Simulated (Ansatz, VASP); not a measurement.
**Nb in VASP and in Ansatz**

```xyz
1
Lattice="-1.6557 1.6557 1.6557 1.6557 -1.6557 1.6557 1.6557 1.6557 -1.6557" Properties=species:S:1:pos:R:3 pbc="T T T"
Nb    0.0000    0.0000    0.0000
```

Alike in both runs: task single point; functional LDA; k mesh 14 × 14 × 14; occupations gaussian, width 0.05 eV; no spin polarisation.

|  | VASP | Ansatz |
| --- | --- | --- |
| version | VASP 6.6.1 | Ansatz 0.2.0 |
| potentials or method | VASP PAW LDA potentials, release 64 (Nb_sv) | scalar-relativistic, plane waves, PAW |
| plane-wave cutoff (eV) | 520 | 420 |
| valence electrons in the cell | 13 | 13 |

Ansatz gave:

```
gap on the k mesh at the Fermi level (eV) : none
pressure (GPa)                            : -9.9
```

**Question.** What did VASP give for the same quantities?

**Answer.** gap on the k mesh at the Fermi level (eV): none; pressure (GPa): -10.0.

Ansatz warns that its potentials were made for another functional, while VASP's fit it. LDA's correlation is that of Perdew and Zunger in VASP and of Perdew and Wang (1992) in Ansatz. A gap of «none» marks a metal or a gap that the smearing closes. Ansatz's warnings: optics on partly filled bands.
